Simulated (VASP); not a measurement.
# B2SbI3 (P6/mmm) in VASP: single point with PBE

Aim: the single point of B2SbI3 with PBE.

Program: VASP 6.6.1. These are calculated values, not measurements. Logs are shortened: lines on timing, memory, paths and dates and some standing lists are left out, and cuts for length are marked.

### 1 The cell of the first run

Symmetry: P6/mmm, No. 191, hexagonal system. Conventional cell: a = 7.040 Å, b = 7.040 Å, c = 3.420 Å, α = 90.00°, β = 90.00°, γ = 120.00°. B (site symmetry -6m2) has 6 I at 2.66 Å and 2 B at 3.42 Å within 3.5 Å. Within 4.5 Å of Sb (site symmetry 6/mmm) lie 2 Sb at 3.42 Å and 12 I at 3.91 Å and 6 B at 4.06 Å. Within 3.6 Å of I (site symmetry mmm) lie 4 B at 2.66 Å and 6 I at 3.42 to 3.52 Å.

The cell was generated, and may not be a known phase.

### 2 Single point, PBE

The input, INCAR:

```
PREC = Accurate
ENCUT = 520
EDIFF = 1E-6
ISMEAR = 0
SIGMA = 0.1
LREAL = F
LASPH = T
NELM = 80
ALGO = Normal
ISIF = 2
LWAVE = F
LCHARG = F
GGA = PE
NBANDS = 25
```

The input, KPOINTS:

```
Automatic mesh
0
Gamma
  6 6 8
```

The input, POSCAR:

```
B2SbI3
1.0
    7.0401949734     -0.0000000030      0.0000000000
   -3.5200974841      6.0969876960      0.0000000000
    0.0000000000      0.0000000000      3.4196045857
B Sb I
2 1 3
Direct
    0.6666666667      0.3333333333      0.0000000000
    0.3333333333      0.6666666667      0.0000000000
    0.0000000000      0.0000000000      0.0000000000
    0.0000000000      0.5000000000      0.5000000000
    0.5000000000      0.5000000000      0.5000000000
    0.5000000000      0.0000000000      0.5000000000
```

Potentials or basis: VASP PAW PBE potentials, release 64 (B, Sb, I).

On the command line:

```bash
$ cat potpaw_PBE.64/B/POTCAR potpaw_PBE.64/Sb/POTCAR potpaw_PBE.64/I/POTCAR > POTCAR
$ mpirun -np 1 vasp_std > vasp.out
```

OUTCAR:

```text
PREC = Accurate
   ENCUT = 520
   EDIFF = 1E-6
   ISMEAR = 0
   LREAL = F
   LASPH = T
   NELM = 80
   ISIF = 2
   GGA = PE

 ion  position               nearest neighbor table
   1  0.667  0.333  0.000-   6 2.66   6 2.66   4 2.66   4 2.66   5 2.66   5 2.66
   2  0.333  0.667  0.000-   6 2.66   6 2.66   4 2.66   4 2.66   5 2.66   5 2.66
   3  0.000  0.000  0.000-
   4  0.000  0.500  0.500-   1 2.66   2 2.66   1 2.66   2 2.66   6 3.52   6 3.52   5 3.52   5 3.52

   5  0.500  0.500  0.500-   1 2.66   2 2.66   1 2.66   2 2.66   6 3.52   6 3.52   4 3.52   4 3.52

   6  0.500  0.000  0.500-   1 2.66   2 2.66   1 2.66   2 2.66   5 3.52   5 3.52   4 3.52   4 3.52

  LATTYP: Found a hexagonal cell.
 ALAT       =     7.0401949734
 C/A-ratio  =     0.4857258355

  Lattice vectors:

 A1 = (   7.0401949734,  -0.0000000030,   0.0000000000)
 A2 = (  -3.5200974841,   6.0969876960,   0.0000000000)
 A3 = (   0.0000000000,   0.0000000000,   3.4196045857)

Analysis of symmetry for initial positions (statically):
=====================================================================
 Subroutine PRICEL returns:
 Original cell was already a primitive cell.

 Routine SETGRP: Setting up the symmetry group for a
 hexagonal supercell.

 Subroutine GETGRP returns: Found 24 space group operations
 (whereof 24 operations were pure point group operations)
 out of a pool of 24 trial point group operations.

The static configuration has the point symmetry D_6h.

Analysis of symmetry for dynamics (positions and initial velocities):
=====================================================================
 Subroutine PRICEL returns:
 Original cell was already a primitive cell.

 Routine SETGRP: Setting up the symmetry group for a
 hexagonal supercell.

 Subroutine GETGRP returns: Found 24 space group operations
 (whereof 24 operations were pure point group operations)
 out of a pool of 24 trial point group operations.

The dynamic configuration has the point symmetry D_6h.

 Subroutine INISYM returns: Found 24 space group operations
 (whereof 24 operations are pure point group operations),
 and found     1 'primitive' translations

----------------------------------------------------------------------------------------

                                     Primitive cell

  volume of cell :     146.7830

  direct lattice vectors                    reciprocal lattice vectors
     7.040194973 -0.000000003  0.000000000     0.142041521  0.082007710  0.000000000
    -3.520097484  6.096987696  0.000000000     0.000000000  0.164015420  0.000000000
     0.000000000  0.000000000  3.419604586     0.000000000  0.000000000  0.292431471

  length of vectors
     7.040194973  7.040194973  3.419604586     0.164015420  0.164015420  0.292431471

  position of ions in fractional coordinates (direct lattice)
     0.666666667  0.333333333  0.000000000
     0.333333333  0.666666667  0.000000000
     0.000000000  0.000000000  0.000000000
     0.000000000  0.500000000  0.500000000
     0.500000000  0.500000000  0.500000000
     0.500000000  0.000000000  0.500000000

  ion indices of the primitive-cell ions
   primitive index   ion index
                 1           1
                 2           2
                 3           3
                 4           4
                 5           5
                 6           6

----------------------------------------------------------------------------------------

 KPOINTS: Automatic mesh

Automatic generation of k-mesh.
 Grid dimensions read from file:
 generate k-points for:    6    6    8

 Generating k-lattice:

  Cartesian coordinates                     Fractional coordinates (reciprocal lattice)
     0.023673587  0.013667952  0.000000000     0.166666667  0.000000000  0.000000000
     0.000000000  0.027335903  0.000000000     0.000000000  0.166666667  0.000000000
     0.000000000  0.000000000  0.036553934     0.000000000  0.000000000  0.125000000

  Length of vectors
     0.027335903  0.027335903  0.036553934

  Shift w.r.t. Gamma in fractional coordinates (k-lattice)
     0.000000000  0.000000000  0.000000000

 Subroutine IBZKPT returns following result:
 ===========================================

 Found     35 irreducible k-points:

 Following reciprocal coordinates:
            Coordinates               Weight
  0.000000  0.000000  0.000000      1.000000
  0.166667 -0.000000  0.000000      6.000000
  0.333333  0.000000  0.000000      6.000000
  0.500000  0.000000  0.000000      3.000000
  0.166667  0.166667  0.000000      6.000000
  0.333333  0.166667  0.000000     12.000000
[... 16 lines left out ...]
  0.166667 -0.000000  0.375000     12.000000
  0.333333  0.000000  0.375000     12.000000
 [... further k-points ...]
   k-points           NKPTS =     35   k-points in BZ     NKDIM =     35   number of bands    NBANDS=     25
   number of dos      NEDOS =    301   number of ions     NIONS =      6
   total plane-waves  NPLWV =  81648
   dimension x,y,z NGX =    54 NGY =   54 NGZ =   28
   dimension x,y,z NGXF=   108 NGYF=  108 NGZF=   56
   ions per type =               2   1   3
   NGX,Y,Z   is equivalent  to a cutoff of  12.75, 12.75, 13.61 a.u.
   NGXF,Y,Z  is equivalent  to a cutoff of  25.50, 25.50, 27.22 a.u.
 SYSTEM =  unknown system
   PREC   = accura    normal or accurate (medium, high low for compatibility)
   ISTART =      0    job   : 0-new  1-cont  2-samecut
   ICHARG =      2    charge: 1-file 2-atom 10-const
   ISPIN  =      1    spin polarized calculation?
   LNONCOLLINEAR =      F non collinear calculations
   LSORBIT =      F    spin-orbit coupling
   LASPH  =      T    aspherical Exc in radial PAW
   ENCUT  =  520.0 eV  38.22 Ry    6.18 a.u.  13.09 13.09  6.36*2*pi/ulx,y,z
   NELM   =     80;   NELMIN=  2; NELMDL= -5     # of ELM steps
   EDIFF  = 0.1E-05   stopping-criterion for ELM
   LREAL  =      F    real-space projection
   EDIFFG = 0.1E-04   stopping-criterion for IOM
   NSW    =      0    number of steps for IOM
   IBRION =     -1    ionic relax: 0-MD 1-quasi-New 2-CG
   NFREE  =      0    steps in history (QN), initial steepest desc. (CG)
   ISIF   =      2    stress and relaxation
   ISYM   =      2    0-nonsym 1-usesym 2-fastsym
   POTIM  = 0.5000    time-step for ionic-motion
   TEBEG  =    0.0;   TEEND  =   0.0 temperature during run
   PSTRESS=    0.0 pullay stress
   NELECT =      32.0000    total number of electrons
   NUPDOWN=      -1.0000    fix difference up-down
   EMIN   =  10.00;   EMAX   =-10.00  energy-range for DOS
   EFERMI =   0.00;   METHOD = LEGACY
   ISMEAR =     0;   SIGMA  =   0.10  broadening in eV -4-tet -1-fermi 0-gaus
   EFERMI_NEDOS =   21; number of points for ismear=-14 and -15
   IALGO  =     38    algorithm
   IMIX   =      4    mixing-type and parameters
     AMIX     =   0.40;   BMIX     =  1.00
     AMIX_MAG =   1.60;   BMIX_MAG =  1.00
  volume/ion in A,a.u.               =      24.46       165.09
  Fermi-wavevector in a.u.,A,eV,Ry     =   0.985295  1.861937 13.208615  0.970806
  Thomas-Fermi vector in A             =   2.116591
   LORBIT       =      0    0 simple, 1 ext, 2 COOP (PROOUT), +10 PAW based schemes
   GGA     = PE    functional components
   LHFCALC =     F    Hartree Fock is set to
   AEXX    =    0.0000 exact exchange contribution
   IVDW    =     0    specifies the selected vdW correction
   LEPSILON=     F    determine dielectric tensor
   LRPA    =     F    only Hartree local field effects (RPA)
 non-spin polarized calculation
 Gauss-broadening in eV      SIGMA  =   0.10
  energy-cutoff  :      520.00
  volume of cell :      146.78
 maximum number of plane-waves:      3979
 NGX is ok and might be reduce to    54
   NGX = 27   NGY = 27   NGZ = 13

 number of electron      32.0000000 magnetization

 Free energy of the ion-electron system (eV)
  ---------------------------------------------------
  ext. energy  EPLUGINS =         0.00000000
  ---------------------------------------------------
  free energy    TOTEN  =       -14.00153477 eV

  energy without entropy =      -13.97740983  energy(sigma->0) =      -13.98947230

 E-fermi :   6.4700     XC(G=0):  -9.6965

 val. band max:        6.4629036980   @ k =   0.3333   0.0000   0.3750
 cond. band min:       6.4724747651   @ k =   0.5000   0.0000   0.3750
 fundamental gap:      0.0095710671
 Fermi energy:         6.4700239504

 k-point     1 :       0.0000    0.0000    0.0000
  band No.  band energies     occupation
      1      -8.9275      2.00000
      2      -7.4022      2.00000
      3      -7.4022      2.00000
      4      -3.0189      2.00000
      5      -2.7046      2.00000
      6       0.5050      2.00000
[... 17 lines left out ...]
     24      11.2608      0.00000
     25      11.3926      0.00000

 k-point     2 :       0.1667   -0.0000    0.0000
  band No.  band energies     occupation
      1      -8.8621      2.00000
      2      -7.5406      2.00000
      3      -7.4068      2.00000
      4      -2.7907      2.00000
      5      -2.7493      2.00000
      6       0.5823      2.00000
[... 17 lines left out ...]
     24      11.1691      0.00000
     25      11.1862      0.00000

 k-point     3 :       0.3333    0.0000    0.0000
  band No.  band energies     occupation
      1      -8.6831      2.00000
      2      -7.8518      2.00000
      3      -7.4160      2.00000
      4      -2.8936      2.00000
      5      -2.1478      2.00000
      6       0.2538      2.00000
[... 552 lines left out ...]
 k-point    23 :       0.1667   -0.0000    0.3750
  band No.  band energies     occupation
      1      -7.8468      2.00000
      2      -6.6346      2.00000
      3      -6.5188      2.00000
      4      -2.0352      2.00000
      5      -1.2894      2.00000
      6      -1.1759      2.00000
[... 17 lines left out ...]
     24      12.1697      0.00000
     25      12.3265      0.00000

 k-point    24 :       0.3333    0.0000    0.3750
  band No.  band energies     occupation
      1      -7.6795      2.00000
      2      -6.9093      2.00000
      3      -6.5256      2.00000
      4      -1.8601      2.00000
      5      -1.2753      2.00000
      6      -0.9495      2.00000
[... 17 lines left out ...]
     24      11.5433      0.00000
     25      12.0987      0.00000

 [... further k-points ...]

------------------------ aborting loop because EDIFF is reached ----------------------------------------

  FORCE on cell =-STRESS in cart. coord.  units (eV):
  Direction    XX          YY          ZZ          XY          YZ          ZX
  --------------------------------------------------------------------------------------
  -------------------------------------------------------------------------------------
  Total       -0.0500271     -0.0500271     -0.1233618     -0.0000000      0.0000000      0.0000000
  in kB       -0.5460598     -0.5460598     -1.3465281     -0.0000000      0.0000000      0.0000000
  external PRESSURE =      -0.8128826 kB  Pullay stress =       0.0000000 kB

 VOLUME and BASIS-vectors are now :
 -----------------------------------------------------------------------------
  energy-cutoff  :      520.00
  volume of cell :      146.78
      direct lattice vectors                 reciprocal lattice vectors
     7.040194973 -0.000000003  0.000000000     0.142041521  0.082007710  0.000000000
    -3.520097484  6.096987696  0.000000000     0.000000000  0.164015420  0.000000000
     0.000000000  0.000000000  3.419604586     0.000000000  0.000000000  0.292431471

 POSITION                                       TOTAL-FORCE (eV/Angst)
 -----------------------------------------------------------------------------------
      3.52010      2.03233      0.00000         0.000000     -0.000000      0.000000
      0.00000      4.06466      0.00000        -0.000000     -0.000000      0.000000
      0.00000      0.00000      0.00000        -0.000000      0.000000      0.000000
     -1.76005      3.04849      1.70980        -0.000000      0.000000      0.000000
      1.76005      3.04849      1.70980        -0.000000      0.000000      0.000000
      3.52010     -0.00000      1.70980        -0.000000      0.000000      0.000000
 -----------------------------------------------------------------------------------
    total drift:                                0.000000      0.000000      0.000000

  FREE ENERGIE OF THE ION-ELECTRON SYSTEM (eV)
  ---------------------------------------------------
  free  energy   TOTEN  =       -14.0015347732 eV

  energy  without entropy=      -13.9774098292  energy(sigma->0) =      -13.98947230
```

Run time: 5.9 min. Hardware: 1 thread of Intel Xeon 8259CL, shared host; peak memory 0.31 GiB.

Results:

```
Free energy            : -14.0015 eV
Pressure               : -0.1 GPa
Band gap on the k mesh : zero (bands 16 and 17 overlap by 1.82 eV)
```

Stress tensor (GPa, compression positive):
```
-0.05  0.00  0.00
 0.00 -0.05  0.00
 0.00  0.00 -0.13
```

Levels at points of the mesh, in eV from the Fermi level:
```
           k point  band 13  band 14  band 15  band 16  band 17  band 18  band 19  band 20
(0.00, 0.00, 0.00)    -0.68    -0.68     0.73     0.79     0.79     1.17     1.17     1.69
(0.50, 0.00, 0.00)    -1.52    -1.18    -0.69     0.20     0.28     1.94     2.34     3.36
(0.00, 0.00, 0.50)    -1.36    -1.36    -1.01    -0.93    -0.93     0.46     0.78     0.96
(0.50, 0.00, 0.50)    -2.81    -2.34    -1.47    -0.93    -0.26    -0.13     0.38     2.37
```

Caveat: spin-orbit coupling is left out, which moves the levels of the heavy elements.
